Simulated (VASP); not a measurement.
Write the native input for VASP 6.6.1 that does the following.

| Property | Result |
| --- | --- |
| Task | relaxation of cell and atoms |
| Functional | PBE |
| Potentials or basis | VASP PAW PBE potentials, release 64 (P, Pb_d) |
| Cutoff | 600 eV |
| k mesh | 4 × 4 × 4 |
| Occupations | gaussian, width 0.1 eV |
| Spin | no spin polarisation |
| Dipole correction | no |
| Further INCAR settings | ALGO = Normal; EDIFF = 1e-06; IBRION = 2; EDIFFG = -0.04; NSW = 90; ISIF = 3 |

The structure of PPb2 lies in POSCAR:

```
PPb2
1.0
    4.5429949100      0.0000000000      0.0000000000
    0.0000000000      4.5429949100      0.0000000000
    0.0000000000      0.0000000000      6.9317088300
P Pb
2 4
Direct
    0.0000000000      0.5000000000      0.6999999900
    0.5000000000      0.0000000000      0.3000000100
    0.0000000000      0.0000000000      0.0000000000
    0.5000000000      0.5000000000      0.0000000000
    0.0000000000      0.5000000000      0.2700000100
    0.5000000000      0.0000000000      0.7299999900
```

The cell was generated, and may not be a known phase.

The input as run:

INCAR

```
SYSTEM = PPb2
PREC     = Accurate       ! precision mode
ENCUT    = 600            ! plane-wave cutoff, eV
EDIFF    = 1E-6           ! SCF threshold, eV
ISMEAR   = 0              ! smearing method
SIGMA    = 0.1            ! smearing width, eV
LREAL    = .FALSE.        ! projectors in reciprocal space
LASPH    = .TRUE.         ! aspherical terms in the spheres
NELM     = 100            ! most SCF steps
ALGO     = Normal         ! electronic algorithm
ISIF     = 3              ! what is computed and relaxed
LWAVE    = .FALSE.        ! write WAVECAR
LCHARG   = .FALSE.        ! write CHGCAR
GGA      = PE             ! functional
IBRION   = 2              ! ionic algorithm
NSW      = 90             ! ionic steps
EDIFFG   = -0.04          ! ionic threshold
```

KPOINTS

```
Automatic mesh
0
G
  4 4 4
  0 0 0
```

Potentials or basis: VASP PAW PBE potentials, release 64 (P, Pb_d).

Launch:

```console
$ cat potpaw_PBE.64/P/POTCAR potpaw_PBE.64/Pb_d/POTCAR > POTCAR
$ mpirun -np 1 vasp_std > vasp.out
```

It gave:

* Relaxed volume: 27.63 Å³/atom
* Relaxed cell: a = 4.524 Å, b = 4.524 Å, c = 8.101 Å, α = 90.00°, β = 90.00°, γ = 90.00°
* Space group after relaxing (to 0.1 Å): P4/nmm (No. 129)
* Energy gained by relaxing: 582.1 meV/atom
* Ionic steps: 25
* Pressure after relaxing: -0.1 GPa
* Largest force after relaxing: 0.036 eV/Å
* Band gap on the k mesh: zero (bands 33 and 34 overlap by 2.19 eV)

Caveat: the volume moved by over 15 % at a fixed basis, so the end points are rough; spin-orbit coupling is left out, which moves the levels of the heavy elements.

Wall time 21 min on 1 thread of Intel(R) Xeon(R) Platinum 8488C (Sapphire Rapids), on a shared host, peak memory 0.32 GiB.
